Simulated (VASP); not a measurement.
Here is a VASP 6.6.1 calculation.

Contents of INCAR:

```
SYSTEM = GaSb3
PREC = Accurate
ENCUT = 520
EDIFF = 1E-6
ISMEAR = 0
SIGMA = 0.15
LREAL = .False.
LASPH = .True.
NELM = 80
ALGO = Normal
ISIF = 2
LWAVE = .False.
LCHARG = .False.
GGA = PS
NBANDS = 22
```

The input KPOINTS:

```
Automatic mesh
0
Gamma
  10 10 10
  0 0 0
```

Contents of POSCAR:

```
GaSb3
1.0
   -0.0971837661      3.6466703981      3.6466703981
    3.5494866320      0.0000000000      3.5494866320
    3.6466703981      3.6466703981     -0.0971837661
Ga Sb
1 3
Direct
    0.0000000000      0.0000000000      0.0000000000
    0.2500000000      0.2500000000      0.2500000000
    0.7500000000      0.7500000000      0.7500000000
    0.5000000000      0.5000000000      0.5000000000
```

Potentials or basis: VASP PAW PBE potentials, release 64 (Ga_d, Sb).

Launch:

```console
$ cat potpaw_PBE.64/Ga_d/POTCAR potpaw_PBE.64/Sb/POTCAR > POTCAR
$ mpirun -np 1 vasp_std > vasp.out
```

(1) Estimate the band gap on the k mesh.

(2) Estimate the pressure.

## Answers

(1) zero (bands 14 and 15 overlap by 4.00 eV).

(2) 0.4 GPa.

Caveat: the cell differs from its parent crystal (engineering shear strain xz -0.0533, normal strain along z +0.0000); the PAW data sets were made with another functional, which shifts forces and pressure a little; spin-orbit coupling is left out, which moves the levels of the heavy elements.
